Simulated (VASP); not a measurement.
# Si2W (I4/mmm) in VASP: settings compared

Si2W is run at these levels: RPBE, BLYP; tasks: single point.

All numbers are computed with VASP 6.6.1; they aren't measurements. Logs are shortened: lines on timing, memory, paths and dates and some standing lists are left out, and cuts for length are marked.

### Step 1. The cell of the first run

The structure is tetragonal, space group I4/mmm (No. 139). The conventional cell has a = 3.242 Å, b = 3.242 Å, c = 7.899 Å, α = 90.00°, β = 90.00°, γ = 90.00°. W (site symmetry 4/mmm) has 10 Si at 2.64 Å and 4 W at 3.24 Å within 3.5 Å. Si (site symmetry 4mm) has 9 Si at 2.62 to 3.24 Å and 5 W at 2.64 Å within 3.5 Å.

### Step 2. Single point, RPBE

Input file INCAR:

```
SYSTEM = Si2W
PREC = Accurate
ENCUT = 520
EDIFF = 1E-6
ISMEAR = -1
SIGMA = 0.05
LREAL = .FALSE.
LASPH = .TRUE.
NELM = 100
ALGO = Normal
ISIF = 2
LWAVE = .FALSE.
LCHARG = .FALSE.
GGA = RP
NBANDS = 18
```

Input file KPOINTS:

```
regular mesh
0
G
  12 12 12
  0 0 0
```

Input file POSCAR:

```
Si2W
1.0
   -1.6212152636      1.6212152636      3.9494363304
    1.6212152636     -1.6212152636      3.9494363304
    1.6212152636      1.6212152636     -3.9494363304
W Si
1 2
Direct
    0.0000000000      0.0000000000      0.0000000000
    0.6655808233      0.6655808233      0.0000000000
    0.3344191767      0.3344191767      0.0000000000
```

Potentials or basis: VASP PAW PBE potentials, release 64 (W_sv, Si).

On the command line:

```console
$ cat potpaw_PBE.64/W_sv/POTCAR potpaw_PBE.64/Si/POTCAR > POTCAR
$ mpirun -np 1 vasp_std > vasp.out
```

OUTCAR:

```text
SYSTEM = Si2W
   PREC = Accurate
   ENCUT = 520
   EDIFF = 1E-6
   ISMEAR = -1
   LREAL = .FALSE.
   LASPH = .TRUE.
   NELM = 100
   ISIF = 2
   GGA = RP

 ion  position               nearest neighbor table
   1  0.000  0.000  0.000-   2 2.64   2 2.64   2 2.64   3 2.64   2 2.64   3 2.64   3 2.64   3 2.64
                             2 2.64   3 2.64
   2  0.666  0.666  0.000-   3 2.62   1 2.64   1 2.64   1 2.64   1 2.64   1 2.64   3 2.65   3 2.65
                             3 2.65   3 2.65
   3  0.334  0.334  0.000-   2 2.62   1 2.64   1 2.64   1 2.64   1 2.64   1 2.64   2 2.65   2 2.65
                             2 2.65   2 2.65

  LATTYP: Found a body centered tetragonal cell.
 ALAT       =     3.2424305272
 C/A-ratio  =     2.4360961922

  Lattice vectors:

 A1 = (  -1.6212152636,   1.6212152636,   3.9494363304)
 A2 = (   1.6212152636,  -1.6212152636,   3.9494363304)
 A3 = (   1.6212152636,   1.6212152636,  -3.9494363304)

Analysis of symmetry for initial positions (statically):
=====================================================================
 Subroutine PRICEL returns:
 Original cell was already a primitive cell.

 Routine SETGRP: Setting up the symmetry group for a
 body centered tetragonal supercell.

 Subroutine GETGRP returns: Found 16 space group operations
 (whereof 16 operations were pure point group operations)
 out of a pool of 16 trial point group operations.

The static configuration has the point symmetry D_4h.

Analysis of symmetry for dynamics (positions and initial velocities):
=====================================================================
 Subroutine PRICEL returns:
 Original cell was already a primitive cell.

 Routine SETGRP: Setting up the symmetry group for a
 body centered tetragonal supercell.

 Subroutine GETGRP returns: Found 16 space group operations
 (whereof 16 operations were pure point group operations)
 out of a pool of 16 trial point group operations.

The dynamic configuration has the point symmetry D_4h.

 Subroutine INISYM returns: Found 16 space group operations
 (whereof 16 operations are pure point group operations),
 and found     1 'primitive' translations

----------------------------------------------------------------------------------------

                                     Primitive cell

  volume of cell :      41.5218

  direct lattice vectors                    reciprocal lattice vectors
    -1.621215264  1.621215264  3.949436330     0.000000000  0.308410617  0.126600344
     1.621215264 -1.621215264  3.949436330     0.308410617  0.000000000  0.126600344
     1.621215264  1.621215264 -3.949436330     0.308410617  0.308410617  0.000000000

  length of vectors
     4.566697405  4.566697405  4.566697405     0.333383797  0.333383797  0.436158478

  position of ions in fractional coordinates (direct lattice)
     0.000000000  0.000000000  0.000000000
     0.665580823  0.665580823  0.000000000
     0.334419177  0.334419177  0.000000000

  ion indices of the primitive-cell ions
   primitive index   ion index
                 1           1
                 2           2
                 3           3

----------------------------------------------------------------------------------------

 KPOINTS: regular mesh

Automatic generation of k-mesh.
 Grid dimensions read from file:
 generate k-points for:   12   12   12

 Generating k-lattice:

  Cartesian coordinates                     Fractional coordinates (reciprocal lattice)
     0.000000000  0.025700885  0.010550029     0.083333333  0.000000000 -0.000000000
     0.025700885  0.000000000  0.010550029     0.000000000  0.083333333 -0.000000000
     0.025700885  0.025700885  0.000000000     0.000000000  0.000000000  0.083333333

  Length of vectors
     0.027781983  0.027781983  0.036346540

  Shift w.r.t. Gamma in fractional coordinates (k-lattice)
     0.000000000  0.000000000  0.000000000

 Subroutine IBZKPT returns following result:
 ===========================================

 Found    163 irreducible k-points:

 Following reciprocal coordinates:
            Coordinates               Weight
  0.000000  0.000000  0.000000      1.000000
  0.083333 -0.000000  0.000000      8.000000
  0.166667  0.000000  0.000000      8.000000
  0.250000  0.000000 -0.000000      8.000000
  0.333333  0.000000  0.000000      8.000000
  0.416667 -0.000000  0.000000      8.000000
[... 16 lines left out ...]
  0.500000  0.166667  0.000000     16.000000
 -0.416667  0.166667  0.000000     16.000000
 [... further k-points ...]
   k-points           NKPTS =    163   k-points in BZ     NKDIM =    163   number of bands    NBANDS=     18
   number of dos      NEDOS =    301   number of ions     NIONS =      3
   total plane-waves  NPLWV =  46656
   dimension x,y,z NGX =    36 NGY =   36 NGZ =   36
   dimension x,y,z NGXF=    72 NGYF=   72 NGZF=   72
   ions per type =               1   2
   NGX,Y,Z   is equivalent  to a cutoff of  13.11, 13.11, 13.11 a.u.
   NGXF,Y,Z  is equivalent  to a cutoff of  26.21, 26.21, 26.21 a.u.
 SYSTEM =  Si2W
   PREC   = accura    normal or accurate (medium, high low for compatibility)
   ISTART =      0    job   : 0-new  1-cont  2-samecut
   ICHARG =      2    charge: 1-file 2-atom 10-const
   ISPIN  =      1    spin polarized calculation?
   LNONCOLLINEAR =      F non collinear calculations
   LSORBIT =      F    spin-orbit coupling
   LASPH  =      T    aspherical Exc in radial PAW
   ENCUT  =  520.0 eV  38.22 Ry    6.18 a.u.   8.49  8.49  8.49*2*pi/ulx,y,z
   NELM   =    100;   NELMIN=  2; NELMDL= -5     # of ELM steps
   EDIFF  = 0.1E-05   stopping-criterion for ELM
   LREAL  =      F    real-space projection
   EDIFFG = 0.1E-04   stopping-criterion for IOM
   NSW    =      0    number of steps for IOM
   IBRION =     -1    ionic relax: 0-MD 1-quasi-New 2-CG
   NFREE  =      0    steps in history (QN), initial steepest desc. (CG)
   ISIF   =      2    stress and relaxation
   ISYM   =      2    0-nonsym 1-usesym 2-fastsym
   POTIM  = 0.5000    time-step for ionic-motion
   TEBEG  =    0.0;   TEEND  =   0.0 temperature during run
   PSTRESS=    0.0 pullay stress
   NELECT =      22.0000    total number of electrons
   NUPDOWN=      -1.0000    fix difference up-down
   EMIN   =  10.00;   EMAX   =-10.00  energy-range for DOS
   EFERMI =   0.00;   METHOD = LEGACY
   ISMEAR =    -1;   SIGMA  =   0.05  broadening in eV -4-tet -1-fermi 0-gaus
   EFERMI_NEDOS =   21; number of points for ismear=-14 and -15
   IALGO  =     38    algorithm
   IMIX   =      4    mixing-type and parameters
     AMIX     =   0.40;   BMIX     =  1.00
     AMIX_MAG =   1.60;   BMIX_MAG =  1.00
  volume/ion in A,a.u.               =      13.84        93.40
  Fermi-wavevector in a.u.,A,eV,Ry     =   1.324718  2.503355 23.876576  1.754879
  Thomas-Fermi vector in A             =   2.454232
   LORBIT       =      0    0 simple, 1 ext, 2 COOP (PROOUT), +10 PAW based schemes
   GGA     = RP    functional components
   LHFCALC =     F    Hartree Fock is set to
   AEXX    =    0.0000 exact exchange contribution
   IVDW    =     0    specifies the selected vdW correction
   LEPSILON=     F    determine dielectric tensor
   LRPA    =     F    only Hartree local field effects (RPA)
 non-spin polarized calculation
  energy-cutoff  :      520.00
  volume of cell :       41.52
 maximum number of plane-waves:      1145
 NGX is ok and might be reduce to    36
   NGX = 17   NGY = 17   NGZ = 17

 number of electron      22.0000000 magnetization

 Free energy of the ion-electron system (eV)
  ---------------------------------------------------
  ext. energy  EPLUGINS =         0.00000000
  ---------------------------------------------------
  free energy    TOTEN  =       -23.65503445 eV

  energy without entropy =      -23.65299922  energy(sigma->0) =      -23.65401684

 E-fermi :  11.6803     XC(G=0): -12.3743

 val. band max:       11.6310249325   @ k =  -0.3333  -0.4167   0.3333
 cond. band min:      11.6922337385   @ k =  -0.4167  -0.4167   0.3333
 fundamental gap:      0.0612088060
 Fermi energy:        11.6803023670

 k-point     1 :       0.0000    0.0000    0.0000
  band No.  band energies     occupation
      1     -62.2685      2.00000
      2     -26.4976      2.00000
      3     -26.4934      2.00000
      4     -26.4934      2.00000
      5      -2.1940      2.00000
      6       4.9851      2.00000
[... 10 lines left out ...]
     17      17.1920      0.00000
     18      17.1920      0.00000

 k-point     2 :       0.0833   -0.0000    0.0000
  band No.  band energies     occupation
      1     -62.2681      2.00000
      2     -26.5066      2.00000
      3     -26.4966      2.00000
      4     -26.4922      2.00000
      5      -2.0647      2.00000
      6       4.9873      2.00000
[... 10 lines left out ...]
     17      17.2121      0.00000
     18      17.6647      0.00000

 k-point     3 :       0.1667    0.0000    0.0000
  band No.  band energies     occupation
      1     -62.2670      2.00000
      2     -26.5424      2.00000
      3     -26.4939      2.00000
      4     -26.4889      2.00000
      5      -1.6828      2.00000
      6       4.9409      2.00000
[... 10 lines left out ...]
     17      17.5354      0.00000
     18      18.7436      0.00000

 k-point     4 :       0.2500    0.0000   -0.0000
  band No.  band energies     occupation
      1     -62.2653      2.00000
      2     -26.5910      2.00000
      3     -26.4902      2.00000
      4     -26.4844      2.00000
      5      -1.0664      2.00000
      6       4.6502      2.00000
[... 375 lines left out ...]
      4     -26.4797      2.00000
      5       1.3700      2.00000
      6       2.8797      2.00000
[... 10 lines left out ...]
     17      18.8211      0.00000
     18      20.1515      0.00000

 k-point    23 :       0.5000    0.1667    0.0000
  band No.  band energies     occupation
      1     -62.2605      2.00000
      2     -26.6802      2.00000
      3     -26.5221      2.00000
      4     -26.4778      2.00000
      5       1.8357      2.00000
      6       2.4206      2.00000
[... 10 lines left out ...]
     17      18.9131      0.00000
     18      20.2107      0.00000

 k-point    24 :      -0.4167    0.1667    0.0000
  band No.  band energies     occupation
      1     -62.2609      2.00000
      2     -26.6675      2.00000
      3     -26.5234      2.00000
      4     -26.4781      2.00000
      5       0.8236      2.00000
      6       3.4825      2.00000
[... 10 lines left out ...]
     17      18.5874      0.00000
     18      19.8159      0.00000

 [... further k-points ...]

------------------------ aborting loop because EDIFF is reached ----------------------------------------

  FORCE on cell =-STRESS in cart. coord.  units (eV):
  Direction    XX          YY          ZZ          XY          YZ          ZX
  --------------------------------------------------------------------------------------
  -------------------------------------------------------------------------------------
  Total       -0.0593035     -0.0593035     -0.0968029      0.0000000      0.0000000     -0.0000000
  in kB       -2.2883092     -2.2883092     -3.7352726      0.0000000      0.0000000     -0.0000000
  external PRESSURE =      -2.7706303 kB  Pullay stress =       0.0000000 kB

 VOLUME and BASIS-vectors are now :
 -----------------------------------------------------------------------------
  energy-cutoff  :      520.00
  volume of cell :       41.52
      direct lattice vectors                 reciprocal lattice vectors
    -1.621215264  1.621215264  3.949436330     0.000000000  0.308410617  0.126600344
     1.621215264 -1.621215264  3.949436330     0.308410617  0.000000000  0.126600344
     1.621215264  1.621215264 -3.949436330     0.308410617  0.308410617  0.000000000

 POSITION                                       TOTAL-FORCE (eV/Angst)
 -----------------------------------------------------------------------------------
      0.00000      0.00000      0.00000         0.000000      0.000000     -0.000000
      0.00000      0.00000      5.25734        -0.000000     -0.000000      0.001861
      0.00000      0.00000      2.64153        -0.000000     -0.000000     -0.001861
 -----------------------------------------------------------------------------------
    total drift:                                0.000000      0.000000     -0.000000

  FREE ENERGIE OF THE ION-ELECTRON SYSTEM (eV)
  ---------------------------------------------------
  free  energy   TOTEN  =       -23.6550344546 eV

  energy  without entropy=      -23.6529992208  energy(sigma->0) =      -23.65401684
```

Wall time 3.9 min (1 thread of Intel Xeon 8259CL, shared host); peak memory 0.28 GiB.

Results:

- Free energy: -23.6550 eV
- Pressure: -0.3 GPa
- Band gap on the k mesh: zero (bands 11 and 12 overlap by 1.26 eV)

Stress tensor (GPa, compression positive):
```
-0.23  0.00  0.00
 0.00 -0.23  0.00
 0.00  0.00 -0.37
```

Caveat: the PAW data sets were made with another functional, which shifts forces and pressure a little; spin-orbit coupling is left out, which moves the levels of the heavy elements.

### Step 3. Single point, BLYP

This run uses another cell than the first one, of 14.29 Å³/atom.

Input file INCAR:

```
PREC = Accurate
ENCUT = 520
EDIFF = 1E-6
ISMEAR = -1
SIGMA = 0.05
LREAL = F
LASPH = T
NELM = 80
ALGO = Normal
ISIF = 2
LWAVE = F
LCHARG = F
GGA = B5
ALDAX = 1.0
AGGAX = 1.0
AGGAC = 1.0
ALDAC = 0.0
NBANDS = 18
```

Input file KPOINTS:

```
Automatic mesh
0
Gamma
  12 12 12
```

Input file POSCAR:

```
Si2W
1.0
   -1.6423306449      1.6423306449      3.9741038219
    1.6423306449     -1.6423306449      3.9741038219
    1.6423306449      1.6423306449     -3.9741038219
W Si
1 2
Direct
    0.0000000000      0.0000000000      0.0000000000
    0.6641408651      0.6641408651      0.0000000000
    0.3358591349      0.3358591349      0.0000000000
```

Potentials or basis: VASP PAW PBE potentials, release 64 (W_sv, Si).

On the command line:

```console
$ cat potpaw_PBE.64/W_sv/POTCAR potpaw_PBE.64/Si/POTCAR > POTCAR
$ mpirun -np 1 vasp_std > vasp.out
```

Wall time 3.7 min (1 thread of Intel Xeon 8259CL, shared host); peak memory 0.29 GiB.

The run converged. Its results:

```
Free energy            : -20.7006 eV
Pressure               : 0.9 GPa
Largest force          : 0.011 eV/Å
Band gap on the k mesh : zero (bands 11 and 12 overlap by 1.12 eV)
```

Forces in eV/Å, atoms in the order of the input:
```
W    0.000  0.000  0.000
Si   0.000  0.000  0.011
Si   0.000  0.000 -0.011
```

Stress tensor (GPa, compression positive):
```
0.89 0.00 0.00
0.00 0.89 0.00
0.00 0.00 1.03
```

Levels at points of the mesh, in eV from the Fermi level:
| k point | band 8 | band 9 | band 10 | band 11 | band 12 | band 13 | band 14 | band 15 |
| --- | --- | --- | --- | --- | --- | --- | --- | --- |
| (0.00, 0.00, 0.00) | -2.92 | -2.65 | -2.65 | 0.50 | 2.38 | 2.87 | 2.87 | 3.65 |
| (0.50, 0.00, 0.00) | -4.48 | -2.67 | -2.47 | -0.35 | 2.41 | 2.71 | 3.82 | 3.93 |
| (0.50, 0.50, 0.00) | -5.48 | -4.68 | -2.91 | -1.56 | 2.65 | 2.69 | 2.82 | 3.86 |
| (0.50, 0.50, 0.50) | -2.31 | -0.80 | -0.80 | -0.46 | -0.46 | 0.66 | 4.09 | 4.36 |

Caveat: the PAW data sets were made with another functional, which shifts forces and pressure a little; spin-orbit coupling is left out, which moves the levels of the heavy elements.

The gap in the log of VASP goes by the Fermi energy; the results here count the filled bands.